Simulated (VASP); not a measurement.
PbF2, 6 atoms in the cell. The structure is cubic, space group Fm-3m (No. 225). Conventional cell: a = 6.001 Å, b = 6.001 Å, c = 6.001 Å, α = 90.00°, β = 90.00°, γ = 90.00°. Pb (site symmetry m-3m) has 8 F at 2.60 Å within 3.4 Å. Within 3.4 Å of F (site symmetry -43m) lie 4 Pb at 2.60 Å and 6 F at 3.00 Å. 

* Program: VASP 6.6.1
* Task: single point
* Functional: PBE
* Potentials or basis: VASP PAW PBE potentials, release 64 (Pb_d, F)
* Cutoff: 520 eV
* k mesh: 4 × 6 × 6
* Occupations: gaussian, width 0.02 eV
* Spin: no spin polarisation
* Dipole correction: no
* Further INCAR settings: ALGO = Normal; EDIFF = 1e-07; NBANDS = 37

Potentials or basis: VASP PAW PBE potentials, release 64 (Pb_d, F).

Run with:

```bash
$ cat potpaw_PBE.64/Pb_d/POTCAR potpaw_PBE.64/F/POTCAR > POTCAR
$ mpirun -np 1 vasp_std > vasp.out
```

Hardware: 1 thread of Intel(R) Xeon(R) 6975P-C (Granite Rapids), on a shared host.

Problem. How long does it take, and how much memory?

Solution. It took 76 s on 1 thread of Intel(R) Xeon(R) 6975P-C (Granite Rapids), on a shared host, peak memory 0.27 GiB. Counts: scf iterations 15, k points 39.
